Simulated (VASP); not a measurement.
# NaH (Fm-3m) in VASP: a series of runs

NaH is run at these levels: HSE06, PBE-based screened hybrid with 10 % exact exchange, PBE-based screened hybrid with 15 % exact exchange; tasks: single point.

Program: VASP 6.6.1. These are calculated values, not measurements. Logs are shortened: lines on timing, memory, paths and dates and some standing lists are left out, and cuts for length are marked.

**1. The cell of the first run**

It takes space group Fm-3m (No. 225, cubic). The conventional cell has a = 4.795 Å, b = 4.795 Å, c = 4.795 Å, α = 90.00°, β = 90.00°, γ = 90.00°. Within 3.2 Å of Na (site symmetry m-3m) lie 6 H at 2.40 Å. Within 3.2 Å of H (site symmetry m-3m) lie 6 Na at 2.40 Å.

**2. Single point, HSE06**

POSCAR

```
NaH
1.0
    0.0000000000      2.3975116422      2.3975116422
    2.3975116422      0.0000000000      2.3975116422
    2.3975116422      2.3975116422      0.0000000000
Na H
1 1
Direct
    0.0000000000      0.0000000000      0.0000000000
    0.5000000000      0.5000000000      0.5000000000
```

INCAR.step1

```
  ALGO = Normal
  EDIFF = 1E-5
  ENCUT = 520
  GGA = PE
  ISIF = 2
  ISMEAR = 0
  LASPH = True
  LREAL = False
  LWAVE = True
  NBANDS = 11
  NELM = 60
  PREC = Accurate
  SIGMA = 0.01
```

INCAR.step2

```
  ALGO = Normal
  EDIFF = 1E-7
  ENCUT = 520
  GGA = PE
  HFSCREEN = 0.2079
  ISIF = 2
  ISMEAR = 0
  ISTART = 1
  LASPH = True
  LCHARG = True
  LELF = True
  LHFCALC = True
  LREAL = False
  LVHAR = True
  LWAVE = False
  NBANDS = 11
  NELM = 60
  PREC = Accurate
  PRECFOCK = Normal
  SIGMA = 0.01
```

KPOINTS

```
k-points
0
Gamma
  4 4 4
```

Potentials or basis: VASP PAW PBE potentials, release 64 (Na_pv, H).

Launch:

```console
> cat potpaw_PBE.64/Na_pv/POTCAR potpaw_PBE.64/H/POTCAR > POTCAR
> cp INCAR.step1 INCAR
> mpirun -np 1 vasp_std > vasp.out
> cp INCAR.step2 INCAR
> mpirun -np 1 vasp_std > vasp.out
```

OUTCAR:

```text
EDIFF = 1E-7
   ENCUT = 520
   GGA = PE
   HFSCREEN = 0.2079
   ISIF = 2
   ISMEAR = 0
   ISTART = 1
   LASPH = True
   LHFCALC = True
   LREAL = False
   NELM = 60
   PREC = Accurate
   PRECFOCK = Normal

 ion  position               nearest neighbor table
   1  0.000  0.000  0.000-
   2  0.500  0.500  0.500-

  LATTYP: Found a face centered cubic cell.
 ALAT       =     4.7950232844

  Lattice vectors:

 A1 = (   0.0000000000,   2.3975116422,   2.3975116422)
 A2 = (   2.3975116422,   0.0000000000,   2.3975116422)
 A3 = (   2.3975116422,   2.3975116422,   0.0000000000)

Analysis of symmetry for initial positions (statically):
=====================================================================
 Subroutine PRICEL returns:
 Original cell was already a primitive cell.

 Routine SETGRP: Setting up the symmetry group for a
 face centered cubic supercell.

 Subroutine GETGRP returns: Found 48 space group operations
 (whereof 48 operations were pure point group operations)
 out of a pool of 48 trial point group operations.

The static configuration has the point symmetry O_h .

Analysis of symmetry for dynamics (positions and initial velocities):
=====================================================================
 Subroutine PRICEL returns:
 Original cell was already a primitive cell.

 Routine SETGRP: Setting up the symmetry group for a
 face centered cubic supercell.

 Subroutine GETGRP returns: Found 48 space group operations
 (whereof 48 operations were pure point group operations)
 out of a pool of 48 trial point group operations.

The dynamic configuration has the point symmetry O_h .

 Subroutine INISYM returns: Found 48 space group operations
 (whereof 48 operations are pure point group operations),
 and found     1 'primitive' translations

----------------------------------------------------------------------------------------

                                     Primitive cell

  volume of cell :      27.5621

  direct lattice vectors                    reciprocal lattice vectors
     0.000000000  2.397511642  2.397511642    -0.208549561  0.208549561  0.208549561
     2.397511642  0.000000000  2.397511642     0.208549561 -0.208549561  0.208549561
     2.397511642  2.397511642  0.000000000     0.208549561  0.208549561 -0.208549561

  length of vectors
     3.390593480  3.390593480  3.390593480     0.361218435  0.361218435  0.361218435

  position of ions in fractional coordinates (direct lattice)
     0.000000000  0.000000000  0.000000000
     0.500000000  0.500000000  0.500000000

  ion indices of the primitive-cell ions
   primitive index   ion index
                 1           1
                 2           2

----------------------------------------------------------------------------------------

 KPOINTS: k-points

Automatic generation of k-mesh.
 Grid dimensions read from file:
 generate k-points for:    4    4    4

 Generating k-lattice:

  Cartesian coordinates                     Fractional coordinates (reciprocal lattice)
    -0.052137390  0.052137390  0.052137390     0.250000000  0.000000000  0.000000000
     0.052137390 -0.052137390  0.052137390     0.000000000  0.250000000  0.000000000
     0.052137390  0.052137390 -0.052137390     0.000000000  0.000000000  0.250000000

  Length of vectors
     0.090304609  0.090304609  0.090304609

  Shift w.r.t. Gamma in fractional coordinates (k-lattice)
     0.000000000  0.000000000  0.000000000

 Subroutine IBZKPT returns following result:
 ===========================================

 Found      8 irreducible k-points:

 Following reciprocal coordinates:
            Coordinates               Weight
  0.000000  0.000000  0.000000      1.000000
  0.250000  0.000000  0.000000      8.000000
  0.500000  0.000000  0.000000      4.000000
  0.250000  0.250000  0.000000      6.000000
  0.500000  0.250000  0.000000     24.000000
 -0.250000  0.250000  0.000000     12.000000
  0.500000  0.500000  0.000000      3.000000
 -0.250000  0.500000  0.250000      6.000000
   k-points           NKPTS =      8   k-points in BZ     NKDIM =     64   number of bands    NBANDS=     11
   number of dos      NEDOS =    301   number of ions     NIONS =      2
   total plane-waves  NPLWV =  21952
   dimension x,y,z NGX =    28 NGY =   28 NGZ =   28
   dimension x,y,z NGXF=    56 NGYF=   56 NGZF=   56
   ions per type =               1   1
   NGX,Y,Z   is equivalent  to a cutoff of  13.73, 13.73, 13.73 a.u.
   NGXF,Y,Z  is equivalent  to a cutoff of  27.46, 27.46, 27.46 a.u.
 SYSTEM =  unknown system
   PREC   = accura    normal or accurate (medium, high low for compatibility)
   ISTART =      1    job   : 0-new  1-cont  2-samecut
   ICHARG =      0    charge: 1-file 2-atom 10-const
   ISPIN  =      1    spin polarized calculation?
   LNONCOLLINEAR =      F non collinear calculations
   LSORBIT =      F    spin-orbit coupling
   LASPH  =      T    aspherical Exc in radial PAW
   ENCUT  =  520.0 eV  38.22 Ry    6.18 a.u.   6.30  6.30  6.30*2*pi/ulx,y,z
   NELM   =     60;   NELMIN=  2; NELMDL=  0     # of ELM steps
   EDIFF  = 0.1E-06   stopping-criterion for ELM
   LREAL  =      F    real-space projection
   EDIFFG = 0.1E-05   stopping-criterion for IOM
   NSW    =      0    number of steps for IOM
   IBRION =     -1    ionic relax: 0-MD 1-quasi-New 2-CG
   NFREE  =      0    steps in history (QN), initial steepest desc. (CG)
   ISIF   =      2    stress and relaxation
   ISYM   =      3    0-nonsym 1-usesym 2-fastsym
   POTIM  = 0.5000    time-step for ionic-motion
   TEBEG  =    0.0;   TEEND  =   0.0 temperature during run
   PSTRESS=    0.0 pullay stress
   NELECT =       8.0000    total number of electrons
   NUPDOWN=      -1.0000    fix difference up-down
   EMIN   =  10.00;   EMAX   =-10.00  energy-range for DOS
   EFERMI =   0.00;   METHOD = LEGACY
   ISMEAR =     0;   SIGMA  =   0.01  broadening in eV -4-tet -1-fermi 0-gaus
   EFERMI_NEDOS =   21; number of points for ismear=-14 and -15
   IALGO  =     38    algorithm
   IMIX   =      1    mixing-type and parameters
     AMIX     =   0.40;   BMIX     =  1.00
     AMIX_MAG =   1.60;   BMIX_MAG =  1.00
  volume/ion in A,a.u.               =      13.78        93.00
  Fermi-wavevector in a.u.,A,eV,Ry     =   1.083929  2.048328 15.985508  1.174902
  Thomas-Fermi vector in A             =   2.220007
   LORBIT       =      0    0 simple, 1 ext, 2 COOP (PROOUT), +10 PAW based schemes
   GGA     = PE    functional components
   LHFCALC =     T    Hartree Fock is set to
   PRECFOCK=normal    Normal, Fast or Accurate (Low or Medium for compatibility)
   ENCUT4O =  -1.0   cutoff for four orbital integrals eV
   NKREDX  =     1    reduce k-point grid by
   NKREDY  =     1    reduce k-point grid by
   NKREDZ  =     1    reduce k-point grid by
   AEXX    =    0.2500 exact exchange contribution
   HFSCREEN=    0.2079 screening length (either q_TF or 0.3 A-1)
   HFSCREENC=   0.2079 screening length for correlation (either q_TF or 0.3 A-1)
   ENCUTFOCK=  -1.0 apply spherical cutoff to Coloumb kernel
   IVDW    =     0    specifies the selected vdW correction
   LEPSILON=     F    determine dielectric tensor
   LRPA    =     F    only Hartree local field effects (RPA)
 non-spin polarized calculation
 Gauss-broadening in eV      SIGMA  =   0.01
  energy-cutoff  :      520.00
  volume of cell :       27.56
 maximum number of plane-waves:       754
 NGX is ok and might be reduce to    28
  NGX = 20; NGY = 20; NGZ = 20

 number of electron       7.9999992 magnetization

 Free energy of the ion-electron system (eV)
  ---------------------------------------------------
  ext. energy  EPLUGINS =         0.00000000
  ---------------------------------------------------
  free energy    TOTEN  =        -5.76303555 eV

  energy without entropy =       -5.76303555  energy(sigma->0) =       -5.76303555

 E-fermi :  -1.6376     XC(G=0):  -6.5786

 val. band max:       -1.7822885404   @ k =  -0.2500   0.5000   0.2500
 cond. band min:       3.0640962607   @ k =   0.5000   0.0000   0.0000
 fundamental gap:      4.8463848012
 Fermi energy:        -1.6376207042

 k-point     1 :       0.0000    0.0000    0.0000
  band No.  band energies     occupation
      1     -26.1334      2.00000
      2     -26.1334      2.00000
      3     -26.1334      2.00000
      4      -5.8061      2.00000
      5      10.4049      0.00000
      6      15.3949      0.00000
      7      15.3949      0.00000
      8      15.3949      0.00000
      9      16.4564      0.00000
     10      16.4564      0.00000
     11      16.4564      0.00000

 k-point     2 :       0.2500    0.0000    0.0000
  band No.  band energies     occupation
      1     -26.1819      2.00000
      2     -26.1389      2.00000
      3     -26.1389      2.00000
      4      -4.6400      2.00000
      5       6.7932      0.00000
      6      11.2946      0.00000
      7      13.8088      0.00000
      8      13.8088      0.00000
      9      17.3635      0.00000
     10      17.3635      0.00000
     11      18.7413      0.00000

 k-point     3 :       0.5000    0.0000    0.0000
  band No.  band energies     occupation
      1     -26.2294      2.00000
      2     -26.1444      2.00000
      3     -26.1444      2.00000
      4      -2.7478      2.00000
      5       3.0641      0.00000
      6      10.5439      0.00000
      7      13.1586      0.00000
      8      13.1586      0.00000
      9      16.3104      0.00000
     10      16.3104      0.00000
     11      18.8914      0.00000

 k-point     4 :       0.2500    0.2500    0.0000
  band No.  band energies     occupation
      1     -26.1785      2.00000
      2     -26.1491      2.00000
      3     -26.1491      2.00000
      4      -4.2876      2.00000
      5       7.0848      0.00000
      6      11.2052      0.00000
      7      11.6951      0.00000
      8      11.6951      0.00000
      9      14.7112      0.00000
     10      19.9017      0.00000
     11      22.4147      0.00000

 k-point     5 :       0.5000    0.2500    0.0000
  band No.  band energies     occupation
      1     -26.2097      2.00000
      2     -26.1679      2.00000
      3     -26.1547      2.00000
      4      -2.4668      2.00000
      5       4.4107      0.00000
      6       7.2843      0.00000
      7      11.2863      0.00000
      8      12.2873      0.00000
      9      16.8848      0.00000
     10      20.0431      0.00000
     11      20.3921      0.00000

 k-point     6 :      -0.2500    0.2500    0.0000
  band No.  band energies     occupation
      1     -26.2014      2.00000
      2     -26.1697      2.00000
      3     -26.1445      2.00000
      4      -3.0806      2.00000
      5       5.3139      0.00000
      6       6.9114      0.00000
      7      12.8083      0.00000
      8      13.3999      0.00000
      9      18.4581      0.00000
     10      18.6571      0.00000
     11      19.6980      0.00000

 k-point     7 :       0.5000    0.5000    0.0000
  band No.  band energies     occupation
      1     -26.2162      2.00000
      2     -26.1649      2.00000
      3     -26.1649      2.00000
      4      -1.9732      2.00000
      5       3.9354      0.00000
      6       9.5662      0.00000
      7      10.3514      0.00000
      8      10.3514      0.00000
      9      11.7215      0.00000
     10      24.2453      0.00000
     11      25.9179      0.00000

 k-point     8 :      -0.2500    0.5000    0.2500
  band No.  band energies     occupation
      1     -26.1904      2.00000
      2     -26.1904      2.00000
      3     -26.1678      2.00000
      4      -1.7823      2.00000
      5       5.4180      0.00000
      6       5.4180      0.00000
      7       8.0094      0.00000
      8      16.4833      0.00000
      9      17.6504      0.00000
     10      17.6504      0.00000
     11      19.4631      0.00000

------------------------ aborting loop because EDIFF is reached ----------------------------------------

  FORCE on cell =-STRESS in cart. coord.  units (eV):
  Direction    XX          YY          ZZ          XY          YZ          ZX
  --------------------------------------------------------------------------------------
  -------------------------------------------------------------------------------------
  Total        0.0282986      0.0282986      0.0282986      0.0000000      0.0000000     -0.0000000
  in kB        1.6449896      1.6449896      1.6449896      0.0000000      0.0000000     -0.0000000
  external PRESSURE =       1.6449896 kB  Pullay stress =       0.0000000 kB

 VOLUME and BASIS-vectors are now :
 -----------------------------------------------------------------------------
  energy-cutoff  :      520.00
  volume of cell :       27.56
      direct lattice vectors                 reciprocal lattice vectors
     0.000000000  2.397511642  2.397511642    -0.208549561  0.208549561  0.208549561
     2.397511642  0.000000000  2.397511642     0.208549561 -0.208549561  0.208549561
     2.397511642  2.397511642  0.000000000     0.208549561  0.208549561 -0.208549561

 POSITION                                       TOTAL-FORCE (eV/Angst)
 -----------------------------------------------------------------------------------
      0.00000      0.00000      0.00000         0.000000     -0.000000      0.000000
      2.39751      2.39751      2.39751        -0.000000      0.000000     -0.000000
 -----------------------------------------------------------------------------------
    total drift:                               -0.000001     -0.000001     -0.000001

  FREE ENERGIE OF THE ION-ELECTRON SYSTEM (eV)
  ---------------------------------------------------
  free  energy   TOTEN  =        -5.7630355464 eV

  energy  without entropy=       -5.7630355464  energy(sigma->0) =       -5.76303555
```

Run time: 2.5 min. Hardware: 1 thread of AMD EPYC 7R13, shared host; peak memory 0.22 GiB.

Results:

```
Free energy            : -5.7630 eV
Pressure               : 0.2 GPa
Band gap on the k mesh : 4.85 eV (least direct gap 5.81 eV)
```

Caveat: the k points lie up to 0.57 Å⁻¹ apart; the PAW data sets were made with another functional, which shifts forces and pressure a little. A k mesh can miss the band edges.

**3. Single point, PBE-based screened hybrid with 10 % exact exchange**

POSCAR is that of step 2.

INCAR.step1

```
ALGO = Normal
EDIFF = 1E-5
ENCUT = 520
GGA = PE
ISIF = 2
ISMEAR = 0
LASPH = T
LCHARG = F
LREAL = F
LWAVE = T
NBANDS = 11
NELM = 100
PREC = Accurate
SIGMA = 0.01
```

INCAR.step2

```
AEXX = 0.1
ALGO = Normal
EDIFF = 1E-6
ENCUT = 520
GGA = PE
HFSCREEN = 0.1
ISIF = 2
ISMEAR = 0
ISTART = 1
LASPH = T
LCHARG = F
LHFCALC = T
LREAL = F
LWAVE = F
NBANDS = 11
NELM = 100
PREC = Accurate
PRECFOCK = Normal
SIGMA = 0.01
```

KPOINTS is that of step 2.

Potentials or basis: VASP PAW PBE potentials, release 64 (Na_pv, H).

Launch:

```console
> cat potpaw_PBE.64/Na_pv/POTCAR potpaw_PBE.64/H/POTCAR > POTCAR
> cp INCAR.step1 INCAR
> mpirun -np 1 vasp_std > vasp.out
> cp INCAR.step2 INCAR
> mpirun -np 1 vasp_std > vasp.out
```

Run time: 57 s. Hardware: 1 thread of AMD EPYC 7R13, shared host; peak memory 0.22 GiB.

The run converged. Its results:

```yaml
Free_energy: -5.4251 eV
Pressure: 0.5 GPa
Band_gap_on_the_k_mesh: 4.36 eV (least direct gap 5.27 eV)
```

Levels at points of the mesh, in eV from the valence-band top:
```csv
k point,band 1,band 2,band 3,band 4,band 5,band 6,band 7,band 8
"(0.00, 0.00, 0.00)",-22.99,-22.99,-22.99,-3.84,11.40,16.48,16.48,16.48
"(0.50, 0.00, 0.00)",-23.08,-23.00,-23.00,-0.91,4.36,11.64,14.25,14.25
"(0.50, 0.50, 0.00)",-23.07,-23.02,-23.02,-0.19,5.23,10.75,11.50,11.50
```

Caveat: the k points lie up to 0.57 Å⁻¹ apart; the PAW data sets were made with another functional, which shifts forces and pressure a little. A k mesh can miss the band edges.

**4. Single point, PBE-based screened hybrid with 15 % exact exchange**

POSCAR is that of step 3.

INCAR.step1

```
PREC = Accurate ; ENCUT = 520
EDIFF = 1E-5 ; ISMEAR = 0
SIGMA = 0.01 ; LREAL = False
LASPH = True ; NELM = 80
ALGO = Normal ; ISIF = 2
LWAVE = True ; LCHARG = False
GGA = PE ; NBANDS = 11
```

INCAR.step2

```
PREC = Accurate ; ENCUT = 520
EDIFF = 1E-6 ; ISMEAR = 0
SIGMA = 0.01 ; LREAL = False
LASPH = True ; NELM = 80
ALGO = Normal ; ISIF = 2
LWAVE = False ; LCHARG = False
GGA = PE ; LHFCALC = True
AEXX = 0.15 ; HFSCREEN = 0.3
PRECFOCK = Normal ; ISTART = 1
NBANDS = 11
```

KPOINTS

```
regular mesh
0
Gamma
  4 4 4
```

Launch:

```console
> cat potpaw_PBE.64/Na_pv/POTCAR potpaw_PBE.64/H/POTCAR > POTCAR
> cp INCAR.step1 INCAR
> mpirun -np 1 vasp_std > vasp.out
> cp INCAR.step2 INCAR
> mpirun -np 1 vasp_std > vasp.out
```

Wall time 1.9 min (1 thread of AMD EPYC 7R13, shared host); peak memory 0.22 GiB.

Results (log left out):

| Item | Value |
| --- | --- |
| Free energy | -5.4167 eV |
| Pressure | 0.3 GPa |
| Band gap on the k mesh | 4.29 eV (least direct gap 5.20 eV) |

Levels at points of the mesh, in eV from the valence-band top:
| k point | band 1 | band 2 | band 3 | band 4 | band 5 | band 6 | band 7 | band 8 |
| --- | --- | --- | --- | --- | --- | --- | --- | --- |
| (0.00, 0.00, 0.00) | -23.40 | -23.40 | -23.40 | -3.85 | 11.39 | 16.46 | 16.46 | 16.46 |
| (0.50, 0.00, 0.00) | -23.50 | -23.42 | -23.42 | -0.91 | 4.29 | 11.62 | 14.21 | 14.21 |
| (0.50, 0.50, 0.00) | -23.49 | -23.44 | -23.44 | -0.18 | 5.17 | 10.71 | 11.45 | 11.45 |

Caveat: the k points lie up to 0.57 Å⁻¹ apart; the PAW data sets were made with another functional, which shifts forces and pressure a little. A k mesh can miss the band edges.

**5. The runs side by side**

| level | share of exact exchange | screening parameter | gap on the mesh (eV) | pressure (GPa) |
| --- | --- | --- | --- | --- |
| HSE06 | 0.25 | 0.2079 1/Å | 4.85 | 0.2 |
| PBE-based screened hybrid with 10 % exact exchange | 0.1 | 0.1 1/Å | 4.36 | 0.5 |
| PBE-based screened hybrid with 15 % exact exchange | 0.15 | 0.3 1/Å | 4.29 | 0.3 |

Alike in all rows: task single point; potentials or basis VASP PAW PBE potentials, release 64 (Na_pv, H); no spin polarisation; cell as given; k mesh 4 × 4 × 4; cutoff (eV) 520; smearing gaussian 0.01 eV.

Caveats: all runs use coarse meshes; the PAW data sets were made with another functional, which shifts forces and pressure a little.

Total energies depend on the potentials used, so only differences within one code and one set of settings carry meaning.
